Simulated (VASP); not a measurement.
# AlCu (P4mm) in VASP: notebook, part 2 of 2

VASP 6.6.1. The steps go on from the part before.

### 3 Single point, r2SCAN

The input, POSCAR:

```
AlCu
1.0
    2.9975090000      0.0000000000      0.0000000000
    0.0000000000      2.9975090000      0.0000000000
    0.0000000000      0.0000000000      2.9975090000
Al Cu
1 1
Direct
   -0.1459545242      0.0000000000      0.0000000000
    0.5000000000      0.5000000000      0.5000000000
```

The input, INCAR.step1:

```
SYSTEM = AlCu
  PREC = Accurate
  ENCUT = 520
  ISMEAR = 0
  SIGMA = 0.15
  LREAL = .False.
  LASPH = .True.
  NELM = 80
  NBANDS = 14
  GGA = PE
  ALGO = Normal
  EDIFF = 1E-4
  LWAVE = .True.
  LCHARG = .False.
```

The input, INCAR.step2:

```
SYSTEM = AlCu
  PREC = Accurate
  ENCUT = 520
  EDIFF = 1E-7
  ISMEAR = 0
  SIGMA = 0.15
  LREAL = .False.
  LASPH = .True.
  NELM = 80
  ALGO = Normal
  ISIF = 2
  LWAVE = .False.
  LCHARG = .False.
  METAGGA = R2SCAN
  LMIXTAU = .True.
  NBANDS = 14
  ISTART = 1
```

The input, KPOINTS:

```
Automatic mesh
0
Gamma
  16 16 16
  0 0 0
```

Potentials or basis: VASP PAW PBE potentials, release 64 (Al, Cu).

The run is started by

```sh
> cat potpaw_PBE.64/Al/POTCAR potpaw_PBE.64/Cu/POTCAR > POTCAR
> cp INCAR.step1 INCAR
> mpirun -np 1 vasp_std > vasp.out
> cp INCAR.step2 INCAR
> mpirun -np 1 vasp_std > vasp.out
```

OUTCAR:

```text
SYSTEM = AlCu
   PREC = Accurate
   ENCUT = 520
   EDIFF = 1E-7
   ISMEAR = 0
   LREAL = .False.
   LASPH = .True.
   NELM = 80
   ISIF = 2
   METAGGA = R2SCAN
   ISTART = 1

 ion  position               nearest neighbor table
   1  0.854  0.000  0.000-   2 2.37   2 2.37   2 2.37   2 2.37   2 2.87   2 2.87   2 2.87   2 2.87

   2  0.500  0.500  0.500-   1 2.37   1 2.37   1 2.37   1 2.37   1 2.87   1 2.87   1 2.87   1 2.87

  LATTYP: Found a simple cubic cell.
 ALAT       =     2.9975090000

  Lattice vectors:

 A1 = (   2.9975090000,   0.0000000000,   0.0000000000)
 A2 = (   0.0000000000,   2.9975090000,   0.0000000000)
 A3 = (   0.0000000000,   0.0000000000,   2.9975090000)

Analysis of symmetry for initial positions (statically):
=====================================================================
 Subroutine PRICEL returns:
 Original cell was already a primitive cell.

 Routine SETGRP: Setting up the symmetry group for a
 simple cubic supercell.

 Subroutine GETGRP returns: Found  8 space group operations
 (whereof  8 operations were pure point group operations)
 out of a pool of 48 trial point group operations.

The static configuration has the point symmetry C_4v.

Analysis of symmetry for dynamics (positions and initial velocities):
=====================================================================
 Subroutine PRICEL returns:
 Original cell was already a primitive cell.

 Routine SETGRP: Setting up the symmetry group for a
 simple cubic supercell.

 Subroutine GETGRP returns: Found  8 space group operations
 (whereof  8 operations were pure point group operations)
 out of a pool of 48 trial point group operations.

The dynamic configuration has the point symmetry C_4v.

 Subroutine INISYM returns: Found  8 space group operations
 (whereof  8 operations are pure point group operations),
 and found     1 'primitive' translations

----------------------------------------------------------------------------------------

                                     Primitive cell

  volume of cell :      26.9328

[... 119 lines left out ...]
 non-spin polarized calculation
 Gauss-broadening in eV      SIGMA  =   0.15
  energy-cutoff  :      520.00
  volume of cell :       26.93
 maximum number of plane-waves:       743
 NGX is ok and might be reduce to    24
   NGX = 11   NGY = 11   NGZ = 11

 number of electron      14.0000020 magnetization

 Free energy of the ion-electron system (eV)
  ---------------------------------------------------
  ext. energy  EPLUGINS =         0.00000000
  ---------------------------------------------------
  free energy    TOTEN  =       -17.50953386 eV

  energy without entropy =      -17.50336583  energy(sigma->0) =      -17.50644984

 E-fermi :   8.9661     XC(G=0): -12.3808

 val. band max:        8.9640004168   @ k =   0.4375   0.4375   0.4375
 cond. band min:       8.9692010836   @ k =   0.5000   0.5000   0.1250
 fundamental gap:      0.0052006667
 Fermi energy:         8.9661208455

 k-point     1 :       0.0000    0.0000    0.0000
  band No.  band energies     occupation
      1      -3.1178      2.00000
      2       3.6009      2.00000
      3       3.7430      2.00000
      4       4.6860      2.00000
      5       4.8124      2.00000
      6       4.8124      2.00000
      7      13.0841      0.00000
      8      13.0841      0.00000
      9      13.3361      0.00000
     10      15.5425      0.00000
     11      15.5784      0.00000
     12      19.5028      0.00000
     13      27.7160      0.00000
     14      27.7160      0.00000
[... 377 lines left out ...]
      1      -2.4236      2.00000
      2       3.6139      2.00000
      3       3.8234      2.00000
      4       4.5007      2.00000
      5       4.6819      2.00000
      6       4.8110      2.00000
      7       9.2147      0.01912
      8      12.8411      0.00000
      9      14.4561      0.00000
     10      16.1208      0.00000
     11      18.4004      0.00000
     12      22.3107      0.00000
     13      23.4587      0.00000
     14      24.7876      0.00000

 [... further k-points ...]

------------------------ aborting loop because EDIFF is reached ----------------------------------------

  FORCE on cell =-STRESS in cart. coord.  units (eV):
  Direction    XX          YY          ZZ          XY          YZ          ZX
  --------------------------------------------------------------------------------------
  -------------------------------------------------------------------------------------
  Total       -0.1708575      0.9586800      0.9586800      0.0000000      0.0000000      0.0000000
  in kB      -10.1639616     57.0299210     57.0299210      0.0000000      0.0000000      0.0000000
  external PRESSURE =      34.6319601 kB  Pullay stress =       0.0000000 kB

 VOLUME and BASIS-vectors are now :
 -----------------------------------------------------------------------------
  energy-cutoff  :      520.00
  volume of cell :       26.93
      direct lattice vectors                 reciprocal lattice vectors
     2.997509000  0.000000000  0.000000000     0.333610341  0.000000000  0.000000000
     0.000000000  2.997509000  0.000000000     0.000000000  0.333610341  0.000000000
     0.000000000  0.000000000  2.997509000     0.000000000  0.000000000  0.333610341

 POSITION                                       TOTAL-FORCE (eV/Angst)
 -----------------------------------------------------------------------------------
      2.56001      0.00000      0.00000         1.708547      0.000000      0.000000
      1.49875      1.49875      1.49875        -1.708547     -0.000000     -0.000000
 -----------------------------------------------------------------------------------
    total drift:                                0.004302      0.000000      0.000000

  FREE ENERGIE OF THE ION-ELECTRON SYSTEM (eV)
  ---------------------------------------------------
  free  energy   TOTEN  =       -17.5095338623 eV

  energy  without entropy=      -17.5033658258  energy(sigma->0) =      -17.50644984
```

OUTCAR.step1:

```text
SYSTEM = AlCu
   PREC = Accurate
   ENCUT = 520
   ISMEAR = 0
   LREAL = .False.
   LASPH = .True.
[... 631 lines left out ...]
      2.56001      0.00000      0.00000         1.683847     -0.000000     -0.000000
      1.49875      1.49875      1.49875        -1.683847      0.000000      0.000000
 -----------------------------------------------------------------------------------
    total drift:                                0.001937      0.000000      0.000000

  FREE ENERGIE OF THE ION-ELECTRON SYSTEM (eV)
  ---------------------------------------------------
  free  energy   TOTEN  =        -7.3917691419 eV

  energy  without entropy=       -7.3847655799  energy(sigma->0) =       -7.38826736
```

Wall time 7 min (1 thread of AMD EPYC 7R13 (Zen 3), shared host); peak memory 0.24 GiB.

Results:

| Property | Result |
| --- | --- |
| Free energy | -17.5095 eV |
| Pressure | 3.5 GPa |
| Largest force | 1.709 eV/Å |
| Band gap on the k mesh | zero (bands 7 and 8 overlap by 5.10 eV) |

Forces on the atoms (eV/Å):
```
Al   1.709  0.000  0.000
Cu  -1.709  0.000  0.000
```

Caveat: the cell differs from its parent crystal (all Al atoms moved +0.438 Å, as atom 1 towards its neighbour atom 1 (Al) at 2.998 Å); the stress differs along the axes, from -1 to 6 GPa; the PAW data sets were made with another functional, which shifts forces and pressure a little.
